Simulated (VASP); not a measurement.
Crystal: Bi.

```
Bi
1.0
     0.00000    2.51588    2.51588
     2.51588    0.00000    2.51588
     2.51588    2.51588    0.00000
Bi
1
Direct
  0.00000 0.00000 0.00000
```

```yaml
Program: VASP 6.6.1
Task: relaxation of cell and atoms
Functional: LDA
Potentials_or_basis: VASP PAW LDA potentials, release 64 (Bi_d)
Cutoff: 600 eV
k_mesh: 11 × 11 × 11
Occupations: fermi-dirac, width 0.1 eV
Spin: no spin polarisation
```

At the start: pressure -3.7 GPa; volume 31.85 Å³/atom.

Where does the relaxation end?

Over 3 steps the energy falls by 28.5 meV/atom and the volume is 29.59 Å³/atom (-7.1 %); space group Fm-3m (No. 225, to 0.05 Å).

The path:
```
step  energy change (eV)  largest force (eV/Å)  pressure (GPa)  volume (Å³)
   1              0.0000                0.0000           -3.75        31.85
   2             -0.0208                0.0000            2.36        28.54
   3             -0.0285                0.0000            0.05        29.59
```

Final structure:
```
CELL_PARAMETERS angstrom
0.00000 2.45500 2.45500
2.45500 0.00000 2.45500
2.45500 2.45500 0.00000
ATOMIC_POSITIONS crystal
Bi 0.00000 0.00000 0.00000
```
